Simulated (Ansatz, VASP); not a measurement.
**Two plane-wave programs on InSb**

File INCAR:

```
ALGO = Normal ; EDIFF = 1E-8
ENCUT = 520 ; GGA = PE
ISIF = 2 ; ISMEAR = -1
LASPH = True ; LCHARG = False
LEFG = True ; LREAL = False
LWAVE = False ; NBANDS = 16
NELM = 100 ; PREC = Accurate
SIGMA = 0.03
```

File KPOINTS:

```
k-points
0
Gamma
  10 10 10
```

POSCAR

```
InSb
1.0
    0.0000000000      3.2498612086      3.2498612086
    3.2498612086      0.0000000000      3.2498612086
    3.2498612086      3.2498612086      0.0000000000
In Sb
1 1
Direct
    0.0000000000      0.0000000000      0.0000000000
    0.7500000000      0.7500000000      0.7500000000
```

Input for Ansatz:

```yaml
crystal:
  lattice:
    - [0.0, 3.2498612086, 3.2498612086]
    - [3.2498612086, 0.0, 3.2498612086]
    - [3.2498612086, 3.2498612086, 0.0]
  atoms:
    - { symbol: In, position: [0.0, 0.0, 0.0] }
    - { symbol: Sb, position: [0.75, 0.75, 0.75] }
kpoints:
  mp_grid: { grid: [10, 10, 10] }
scf:
  occupations: { method: fermi_dirac, width: 0.03 }
hamiltonian:
  xc: pbe
  pseudopotentials: { kind: paw }
output:
  forces: true
  stress: true
  eigenvalues: true
  efg: { contact_densities: true }
```

Change from the starting cell: volume scaled by 1.01, PAW files.

Alike in both runs: task electric field gradients; functional PBE; k mesh 10 × 10 × 10; occupations fermi-dirac, width 0.03 eV; no spin polarisation.

```csv
,VASP,Ansatz
version,VASP 6.6.1,Ansatz 0.2.0
potentials or method,"VASP PAW PBE potentials, release 64 (In_d, Sb)","PAW with Ansatz's default frozen-core files, scalar-relativistic"
plane-wave cutoff (eV),520,420
valence electrons in the cell,18,28
```

```csv
,VASP,Ansatz,Ansatz less VASP
pressure (GPa),2.6,2.6,+0.02
```

VASP's potentials hold 18 valence electrons a cell and Ansatz's 28, so a difference there can come from the potentials and not from the codes.

Neither program's run includes spin-orbit coupling.
